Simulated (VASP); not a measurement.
# SiB4Mo (Cmmm) in VASP: notebook, part 2 of 2

VASP 6.6.1. The steps go on from the part before.

**5. Relaxation of cell and atoms, PBE**

This run uses another cell than the first one, of 10.90 Å³/atom.

INCAR reads:

```
SYSTEM = SiB4Mo
PREC = Accurate
ENCUT = 600
EDIFF = 1E-7
ISMEAR = 0
SIGMA = 0.1
LREAL = .FALSE.
LASPH = .TRUE.
NELM = 60
ALGO = Normal
ISIF = 3
LWAVE = .FALSE.
LCHARG = .FALSE.
GGA = PE
IBRION = 2
NSW = 90
EDIFFG = -0.04
```

KPOINTS reads:

```
Automatic mesh
0
G
  4 4 6
  0 0 0
```

POSCAR reads:

```
SiB4Mo
1.0
    2.2483986500     -3.9839632400      0.0000000000
    2.2483986500      3.9839632400      0.0000000000
    0.0000000000      0.0000000000      3.6511018600
Si B Mo
1 4 1
Direct
    0.0000000000      0.0000000000      0.5000000000
    0.1761489700      0.8238510300      0.0000000000
    0.8238510300      0.1761489700      0.0000000000
    0.0000000000      0.5000000000      0.5000000000
    0.5000000000      0.0000000000      0.5000000000
    0.5000000000      0.5000000000      0.0000000000
```

Potentials or basis: VASP PAW PBE potentials, release 64 (Si, B, Mo_sv).

Launch:

```console
> cat potpaw_PBE.64/Si/POTCAR potpaw_PBE.64/B/POTCAR potpaw_PBE.64/Mo_sv/POTCAR > POTCAR
> mpirun -np 1 vasp_std > vasp.out
```

OUTCAR:

```text
SYSTEM = SiB4Mo
   PREC = Accurate
   ENCUT = 600
   EDIFF = 1E-7
   ISMEAR = 0
   LREAL = .FALSE.
   LASPH = .TRUE.
   NELM = 60
   ISIF = 3
   GGA = PE
   IBRION = 2
   NSW = 90
   EDIFFG = -0.04

 ion  position               nearest neighbor table
   1  0.000  0.000  0.500-   4 2.29   5 2.29   4 2.29   5 2.29   2 2.30   3 2.30   2 2.30   3 2.30
                             6 2.90   6 2.90   6 2.90   6 2.90
   2  0.176  0.824  0.000-   1 2.30   1 2.30   6 2.58   6 2.65   6 2.65
   3  0.824  0.176  0.000-   1 2.30   1 2.30   6 2.58   6 2.65   6 2.65
   4  0.000  0.500  0.500-   1 2.29   1 2.29
   5  0.500  0.000  0.500-   1 2.29   1 2.29
   6  0.500  0.500  0.000-   2 2.58   3 2.58   2 2.65   3 2.65   2 2.65   3 2.65   1 2.90   1 2.90
                             1 2.90   1 2.90

  LATTYP: Found a base centered orthorhombic cell.
 ALAT       =     4.4967973000
 B/A-ratio  =     1.7719114179
 C/A-ratio  =     0.8119338312

  Lattice vectors:

 A1 = (   2.2483986500,  -3.9839632400,   0.0000000000)
 A2 = (   2.2483986500,   3.9839632400,   0.0000000000)
 A3 = (   0.0000000000,   0.0000000000,   3.6511018600)

Analysis of symmetry for initial positions (statically):
=====================================================================
 Subroutine PRICEL returns:
 Original cell was already a primitive cell.

 Routine SETGRP: Setting up the symmetry group for a
 base centered orthorhombic supercell.

 Subroutine GETGRP returns: Found  8 space group operations
 (whereof  8 operations were pure point group operations)
 out of a pool of  8 trial point group operations.

[... 174 lines left out ...]
 E-fermi :   8.6154     XC(G=0): -11.7743

 val. band max:        8.5680296109   @ k =   0.5000   0.5000   0.0000
 cond. band min:       8.6169084554   @ k =   0.5000   0.2500   0.1667
 fundamental gap:      0.0488788444
 Fermi energy:         8.6154335732

 k-point     1 :       0.0000    0.0000    0.0000
  band No.  band energies     occupation
      1     -52.8843      2.00000
      2     -26.9472      2.00000
      3     -26.9428      2.00000
      4     -26.9325      2.00000
      5      -5.6235      2.00000
      6       0.2937      2.00000
[... 632 lines left out ...]
  FREE ENERGIE OF THE ION-ELECTRON SYSTEM (eV)
  ---------------------------------------------------
  free  energy   TOTEN  =       -38.1333472029 eV

  energy  without entropy=      -38.1121746526  energy(sigma->0) =      -38.12276093

[... ionic steps 4 to 10 ...]

--------------------------------------- Ionic step       11  -------------------------------------------

 number of electron      30.0000001 magnetization

------------------------ aborting loop because EDIFF is reached ----------------------------------------
[... 75 lines left out ...]
--------------------------------------- Ionic step       13  -------------------------------------------

 number of electron      30.0000000 magnetization

 Free energy of the ion-electron system (eV)
  ---------------------------------------------------
  ext. energy  EPLUGINS =         0.00000000
  ---------------------------------------------------
  free energy    TOTEN  =       -38.82866544 eV

  energy without entropy =      -38.82000910  energy(sigma->0) =      -38.82433727

 E-fermi :  12.1326     XC(G=0): -12.9036

 val. band max:       12.1025247132   @ k =   0.2500   0.0000   0.3333
 cond. band min:      12.1730686244   @ k =   0.0000   0.0000   0.1667
 fundamental gap:      0.0705439112
 Fermi energy:        12.1325957653

 k-point     1 :       0.0000    0.0000    0.0000
  band No.  band energies     occupation
      1     -49.5126      2.00000
      2     -23.7717      2.00000
      3     -23.7286      2.00000
      4     -23.3513      2.00000
      5      -4.7840      2.00000
      6       1.2859      2.00000
[... 552 lines left out ...]
  FREE ENERGIE OF THE ION-ELECTRON SYSTEM (eV)
  ---------------------------------------------------
  free  energy   TOTEN  =       -38.8286654394 eV

  energy  without entropy=      -38.8200091023  energy(sigma->0) =      -38.82433727

 reached required accuracy - stopping structural energy minimisation
```

Run time: 2.9 min. Hardware: 1 thread of Intel Xeon 6975P-C (Granite Rapids), shared host; peak memory 0.25 GiB.

Results:

- Free energy: -38.8287 eV
- Relaxed volume: 8.47 Å³/atom
- Relaxed cell: a = 4.533 Å, b = 4.533 Å, c = 3.015 Å, α = 90.00°, β = 90.00°, γ = 124.92°
- Space group after relaxing (to 0.1 Å): Cmmm (No. 65)
- Energy gained by relaxing: 471.8 meV/atom
- Ionic steps: 13
- Pressure after relaxing: 0.2 GPa
- Largest force after relaxing: 0.012 eV/Å
- Band gap on the k mesh: zero (bands 15 and 16 overlap by 2.39 eV)

Forces on the atoms (eV/Å):
```
Si   0.000  0.000  0.000
B    0.000 -0.012  0.000
B    0.000  0.012  0.000
B    0.000  0.000  0.000
B    0.000  0.000  0.000
Mo   0.000  0.000  0.000
```

The path:
| step | energy change (eV) | largest force (eV/Å) | pressure (GPa) | volume (Å³) |
| --- | --- | --- | --- | --- |
| 1 | 0.0000 | 0.6029 | -35.45 | 65.41 |
| 2 | -1.6348 | 0.9781 | 35.40 | 45.10 |
| 3 | -2.1353 | 0.8106 | 1.33 | 50.46 |
| 4 | -2.5498 | 0.5277 | 5.05 | 49.35 |
| 5 | -2.6833 | 0.2512 | 9.04 | 48.67 |
| 6 | -2.5301 | 0.1657 | 23.04 | 47.18 |
| 7 | -2.7060 | 0.1153 | 12.40 | 48.25 |
| 8 | -2.7839 | 0.0120 | -5.79 | 52.56 |
| 9 | -2.8277 | 0.0288 | 0.26 | 50.89 |
| 10 | -2.8277 | 0.0296 | 0.47 | 50.83 |
| 11 | -2.8295 | 0.0180 | 0.00 | 50.87 |
| 12 | -2.8298 | 0.0110 | -0.27 | 50.89 |
| 13 | -2.8306 | 0.0123 | 0.21 | 50.79 |

Final structure:
```
Si B Mo
1.0
     2.09593   -4.01933    0.00000
     2.09593    4.01933    0.00000
     0.00000    0.00000    3.01458
Si B Mo
1 4 1
Direct
  0.00000 0.00000 0.50000
  0.19112 0.80888 0.00000
  0.80888 0.19112 0.00000
  0.00000 0.50000 0.50000
  0.50000 0.00000 0.50000
  0.50000 0.50000 0.00000
```

Levels at points of the mesh, in eV from the Fermi level:
| k point | band 12 | band 13 | band 14 | band 15 | band 16 | band 17 | band 18 | band 19 |
| --- | --- | --- | --- | --- | --- | --- | --- | --- |
| (0.00, 0.00, 0.00) | -4.88 | -0.95 | -0.43 | 0.54 | 0.75 | 1.12 | 2.04 | 2.28 |
| (0.50, 0.00, 0.00) | -3.71 | -2.41 | -1.29 | -1.15 | 0.07 | 0.96 | 1.41 | 2.20 |
| (0.50, 0.50, 0.00) | -2.75 | -2.75 | -1.47 | -1.32 | 0.20 | 1.06 | 1.41 | 2.98 |
| (0.00, 0.00, 0.50) | -5.02 | -4.04 | -3.55 | -1.02 | 1.11 | 1.33 | 1.66 | 2.44 |
| (0.50, 0.00, 0.50) | -4.67 | -2.93 | -2.59 | 0.96 | 1.38 | 1.49 | 2.02 | 2.85 |
| (0.50, 0.50, 0.50) | -3.88 | -2.40 | -1.35 | -0.49 | -0.16 | 0.11 | 1.19 | 2.75 |

Caveat: the k points lie up to 0.42 Å⁻¹ apart in the final cell, too coarse for converged energies and pressures of a metal; the volume moved by over 15 % at a fixed basis, so the end points are rough.

**6. Overview**

| task | cell | k mesh | cutoff (eV) | gap on the mesh (eV) | pressure (GPa) | largest force (eV/Å) |
| --- | --- | --- | --- | --- | --- | --- |
| single point | a = 4.534, b = 4.534, c = 3.015 Å, angles 90.0, 90.0, 124.9°, 6 atoms, atomic positions A | 4 × 4 × 6 | 520 | none | -0.1 | 0.02 |
| single point | a = 4.575, b = 4.575, c = 3.651 Å, angles 90.0, 90.0, 121.1°, 6 atoms, atomic positions B | 4 × 4 × 6 | 520 | none | -35.4 | 0.60 |
| single point | a = 4.529, b = 4.529, c = 3.019 Å, angles 90.0, 90.0, 124.9°, 6 atoms, atomic positions A | 6 × 6 × 6 | 520 | none | 0.0 | - |
| relaxation of cell and atoms | relaxed from a = 4.575, b = 4.575, c = 3.651 Å, angles 90.0, 90.0, 121.1°, 6 atoms, atomic positions B | 4 × 4 × 6 | 600 | none | 0.2 | 0.01 |

Alike in all rows: level PBE; potentials or basis VASP PAW PBE potentials, release 64 (Si, B, Mo_sv); no spin polarisation; smearing gaussian 0.1 eV.

Caveats: some runs use coarse meshes; the volume moved by over 15 % at a fixed basis, so the end points are rough (at least some runs).

Absolute energies hang on the potentials; compare differences alone.
